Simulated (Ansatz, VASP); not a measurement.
## Mg in VASP and in Ansatz

```
CELL_PARAMETERS angstrom
3.36235 0.00000 0.00000
-1.68118 2.91188 0.00000
0.00000 0.00000 5.45878
ATOMIC_POSITIONS crystal
Mg 0.66667 0.33333 0.75000
Mg 0.33333 0.66667 0.25000
```

Change from the starting cell: volume scaled by 1.15.

Alike in both runs: task single point; functional B3LYP; dispersion D3(BJ); k mesh 6 × 6 × 3; occupations gaussian, width 0.025 eV; no spin polarisation.

```csv
,VASP,Ansatz
version,VASP 6.6.1,Ansatz 0.2.0
potentials or method,"VASP PAW PBE potentials, release 64 (Mg)",SPMS NC
plane-wave cutoff (eV),520,762
valence electrons in the cell,4,20
```

```csv
,VASP,Ansatz,Ansatz less VASP
gap on the k mesh at the Fermi level (eV),none,none,-
pressure (GPa),-6.4,-6.3,+0.13
"traceless stress, the component that is largest in VASP (GPa)",-1.47,-1.52,-0.047
```

VASP's potentials were made for PBE, not for B3LYP. A gap of «none» marks a metal or a gap that the smearing closes. VASP's potentials hold 4 valence electrons a cell and Ansatz's 20, so a difference there can come from the potentials and not from the codes.

The k mesh is coarse, so the values compare programs but aren't converged. Noted on Ansatz's run: the potentials were made for another functional, which shifts forces and pressure.
